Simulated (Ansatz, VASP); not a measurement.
**CdF2 in VASP and in Ansatz**

The input INCAR:

```
SYSTEM = CdF2
ALGO     = Normal         ! electronic algorithm
EDIFF    = 1E-6           ! SCF threshold, eV
ENCUT    = 520            ! plane-wave cutoff, eV
GGA      = PE             ! functional
ISIF     = 2              ! what is computed and relaxed
ISMEAR   = 0              ! smearing method
LASPH    = .True.         ! aspherical terms in the spheres
LCHARG   = .False.        ! write CHGCAR
LREAL    = .False.        ! projectors in reciprocal space
LWAVE    = .False.        ! write WAVECAR
NBANDS   = 20             ! bands
NELM     = 80             ! most SCF steps
PREC     = Accurate       ! precision mode
SIGMA    = 0.05           ! smearing width, eV
```

The input KPOINTS:

```
k-points
0
Gamma
  8 8 8
  0 0 0
```

Contents of POSCAR:

```
CdF2
1.0
    0.0000000000      2.7402705265      2.7767161245
    2.7402705265      0.0000000000      2.7767161245
    2.7402705265      2.7402705265      0.0000000000
Cd F
1 2
Direct
    0.0000000000      0.0000000000      0.0000000000
    0.2500000000      0.2500000000      0.2500000000
    0.7500000000      0.7500000000      0.7500000000
```

Input for Ansatz:

```yaml
crystal:
  lattice:
    - [0.0, 2.7402705265, 2.7767161245]
    - [2.7402705265, 0.0, 2.7767161245]
    - [2.7402705265, 2.7402705265, 0.0]
  atoms:
    - { symbol: Cd, position: [0.0, 0.0, 0.0] }
    - { symbol: F, position: [0.25, 0.25, 0.25] }
    - { symbol: F, position: [0.75, 0.75, 0.75] }
basis:
  ecutwfc: 520.0
kpoints:
  mp_grid: { grid: [8, 8, 8] }
hamiltonian:
  xc: pbe
  pseudopotentials: { kind: paw }
scf:
  occupations: { method: gaussian, width: 0.05 }
output:
  forces: true
  stress: true
  eigenvalues: true
```

Change from the starting cell: engineering shear strain xy +0.0000, normal strain along z +0.0133.

Alike in both runs: task single point; functional PBE; k mesh 8 × 8 × 8; occupations gaussian, width 0.05 eV; no spin polarisation.

|  | VASP | Ansatz |
| --- | --- | --- |
| version | VASP 6.6.1 | Ansatz 0.2.0 |
| potentials or method | VASP PAW PBE potentials, release 64 (Cd, F), cutoff 520 eV | scalar-relativistic, plane waves, PAW |
| valence electrons in the cell | 26 | 34 |

Ansatz gave:

- gap on the k mesh at the Fermi level (eV): 2.86
- least direct gap on the mesh (eV): 3.42
- pressure (GPa): -1.2
- traceless stress, the component that is largest in VASP (GPa): -0.92

Task: What did VASP give for the same quantities?

Result: gap on the k mesh at the Fermi level (eV): 2.83; least direct gap on the mesh (eV): 3.39; pressure (GPa): -0.7; traceless stress, the component that is largest in VASP (GPa): -0.91.

VASP's potentials hold 26 valence electrons a cell and Ansatz's 34, so a difference there can come from the potentials and not from the codes.
